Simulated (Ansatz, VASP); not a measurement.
# Two plane-wave programs on In4Bi3P

The input POSCAR:

```
In4Bi3P
1.0
   -3.2699003629      3.2699003629      6.5192740095
    3.2699003629     -3.2699003629      6.5192740095
    3.2699003629      3.2699003629     -6.5192740095
P In Bi
1 4 3
Direct
    0.0000000000      0.0000000000      0.0000000000
    0.6554821475      0.6554821475      0.5447588137
    0.8892766662      0.3445178525      0.0000000000
    0.1107233338      0.1107233338      0.4552411863
    0.3445178525      0.8892766662      0.0000000000
    0.2500000000      0.7500000000      0.5000000000
    0.5000000000      0.5000000000      0.0000000000
    0.7500000000      0.2500000000      0.5000000000
```

The input INCAR.step1:

```
SYSTEM = In4Bi3P
ALGO = Normal ; EDIFF = 1E-5
ENCUT = 550 ; GGA = PE
GGA_COMPAT = .False. ; ISMEAR = -1
LASPH = .True. ; LCHARG = .False.
LREAL = .False. ; LWAVE = .True.
NBANDS = 61 ; NELM = 120
PREC = Accurate ; SIGMA = 0.02
```

The input INCAR.step2:

```
SYSTEM = In4Bi3P
ALGO = Normal ; EDIFF = 1E-6
ENCUT = 550 ; GGA_COMPAT = .False.
ISIF = 2 ; ISMEAR = -1
ISTART = 1 ; LASPH = .True.
LCHARG = .True. ; LELF = .True.
LMIXTAU = .True. ; LREAL = .False.
LVHAR = .True. ; LWAVE = .False.
METAGGA = R2SCAN ; NBANDS = 61
NELM = 120 ; PREC = Accurate
SIGMA = 0.02
```

The input KPOINTS:

```
k-points
0
Gamma
  6 6 6
  0 0 0
```

Input for Ansatz:

```yaml
crystal:
  lattice:
    - [-3.2699003629, 3.2699003629, 6.5192740095]
    - [3.2699003629, -3.2699003629, 6.5192740095]
    - [3.2699003629, 3.2699003629, -6.5192740095]
  atoms:
    - { symbol: P, position: [0.0, 0.0, 0.0] }
    - { symbol: In, position: [0.6554821475, 0.6554821475, 0.5447588137] }
    - { symbol: Bi, position: [0.25, 0.75, 0.5] }
    - { symbol: In, position: [0.8892766662, 0.3445178525, 0.0] }
    - { symbol: Bi, position: [0.5, 0.5, 0.0] }
    - { symbol: In, position: [0.1107233338, 0.1107233338, 0.4552411863] }
    - { symbol: Bi, position: [0.75, 0.25, 0.5] }
    - { symbol: In, position: [0.3445178525, 0.8892766662, 0.0] }
kpoints:
  mp_grid: { grid: [6, 6, 6] }
  band_path:
    path:
      - [0.0, 0.0, 0.0]
      - [0.0, 0.0, 0.5]
      - [0.25, 0.25, 0.25]
      - [0.0, 0.5, 0.0]
      - [0.5, 0.5, -0.5]
      - [0.3128941971, 0.6871058029, -0.3128941971]
      - [-0.3128941971, 0.3128941971, 0.3128941971]
      - [-0.1257883942, 0.1257883942, 0.5]
      - [0.5, 0.5, -0.1257883942]
    npoints: 1
hamiltonian:
  xc: r2scan
scf:
  occupations: { method: fermi_dirac, width: 0.02 }
  n_extra_bands: 6
output:
  forces: true
  stress: true
  eigenvalues: true
```

Alike in both runs: task single point; functional r2SCAN; k mesh 6 × 6 × 6; occupations fermi-dirac, width 0.02 eV; no spin polarisation.

```csv
,VASP,Ansatz
version,VASP 6.6.1,Ansatz 0.2.0
potentials or method,"VASP PAW PBE potentials, release 64 (P, In_d, Bi_d)","plane waves, PAW"
plane-wave cutoff (eV),550,500
valence electrons in the cell,102,102
```

|  | VASP | Ansatz | Ansatz less VASP |
| --- | --- | --- | --- |
| pressure (GPa) | -0.1 | 0.0 | +0.05 |

VASP's potentials were made for PBE, not for r2SCAN.

Spin-orbit coupling is off throughout.
